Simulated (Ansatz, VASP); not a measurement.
## CdF2: VASP beside Ansatz

The input POSCAR:

```
CdF2
1.0
    0.0000000000      2.7989811930      2.6941776812
    2.7989811930      0.0000000000      2.6941776812
    2.7989811930      2.7989811930      0.0000000000
Cd F
1 2
Direct
    0.0000000000      0.0000000000      0.0000000000
    0.2500000000      0.2500000000      0.2500000000
    0.7500000000      0.7500000000      0.7500000000
```

File INCAR.step1:

```
PREC = Accurate
ENCUT = 520
ISMEAR = 0
SIGMA = 0.01
LREAL = False
LASPH = True
NELM = 80
NBANDS = 20
GGA = PE
ALGO = Normal
EDIFF = 1E-4
LWAVE = True
LCHARG = False
```

INCAR.step2

```
PREC = Accurate
ENCUT = 520
EDIFF = 1E-7
ISMEAR = 0
SIGMA = 0.01
LREAL = False
LASPH = True
NELM = 80
ALGO = Normal
ISIF = 2
LWAVE = False
LCHARG = False
METAGGA = R2SCAN
LMIXTAU = True
NBANDS = 20
ISTART = 1
```

KPOINTS

```
Automatic mesh
0
Gamma
  8 8 8
```

Input for Ansatz:

```yaml
crystal:
  lattice:
    - [0.0, 2.798981193, 2.6941776812]
    - [2.798981193, 0.0, 2.6941776812]
    - [2.798981193, 2.798981193, 0.0]
  atoms:
    - { symbol: Cd, position: [0.0, 0.0, 0.0] }
    - { symbol: F, position: [0.25, 0.25, 0.25] }
    - { symbol: F, position: [0.75, 0.75, 0.75] }
kpoints:
  mp_grid: { grid: [8, 8, 8] }
  band_path:
    path:
      - [0.0, 0.0, 0.0]
      - [0.5, 0.0, 0.5]
      - [0.625, 0.25, 0.625]
      - [0.375, 0.375, 0.75]
      - [0.5, 0.5, 0.5]
      - [0.5, 0.25, 0.75]
      - [0.197917, -0.5, -0.302083]
    npoints: 1
hamiltonian:
  xc: r2scan
scf:
  occupations: { method: fixed }
  n_extra_bands: 4
output:
  forces: true
  stress: true
  eigenvalues: true
```

Change from the starting cell: biaxial_xy strain +3.9%.

Alike in both runs: task single point; functional r2SCAN; k mesh 8 × 8 × 8; no spin polarisation.

```csv
,VASP,Ansatz
version,VASP 6.6.1,Ansatz 0.2.0
potentials or method,"VASP PAW PBE potentials, release 64 (Cd, F)","plane waves, PAW"
plane-wave cutoff (eV),520,500
occupations,"gaussian, width 0.01 eV",fixed
valence electrons in the cell,26,34
```

Ansatz gave:

```
gap on the k mesh at the Fermi level (eV)                     : 3.46
pressure (GPa)                                                : -7.2
traceless stress, the component that is largest in VASP (GPa) : 2.82
```

Task: Estimate VASP's values.

Result: gap on the k mesh at the Fermi level (eV): 3.42; pressure (GPa): -6.6; traceless stress, the component that is largest in VASP (GPa): 2.77.

VASP's potentials were made for PBE, not for r2SCAN. VASP's potentials hold 26 valence electrons a cell and Ansatz's 34, so a difference there can come from the potentials and not from the codes.
